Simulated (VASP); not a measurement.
Input of a VASP 6.6.1 run:

The input INCAR:

```
PREC = Accurate ; ENCUT = 500
EDIFF = 1E-6 ; ISMEAR = -1
SIGMA = 0.01 ; LREAL = False
LASPH = True ; NELM = 120
ALGO = Normal ; ISIF = 2
LWAVE = False ; LCHARG = True
GGA = PE ; LELF = True
LVHAR = True ; NBANDS = 13
GGA_COMPAT = False
```

KPOINTS

```
regular mesh
0
Gamma
  10 10 10
```

Contents of POSCAR:

```
Pb
1.0
    0.0000000000      2.4415696833      2.4415696833
    2.4415696833      0.0000000000      2.4415696833
    2.4415696833      2.4415696833      0.0000000000
Pb
1
Direct
    0.0000000000      0.0000000000      0.0000000000
```

Potentials or basis: VASP PAW PBE potentials, release 64 (Pb_d).

Launch:

```console
$ cat potpaw_PBE.64/Pb_d/POTCAR > POTCAR
$ mpirun -np 1 vasp_std > vasp.out
```

(1) Predict the band gap on the k mesh.

(2) What does it give for the pressure?

Answers

(1) zero (bands 7 and 8 overlap by 9.42 eV).

(2) 4.3 GPa.

Caveat: the cell stands under pressure; spin-orbit coupling is left out, which moves the levels of the heavy elements.
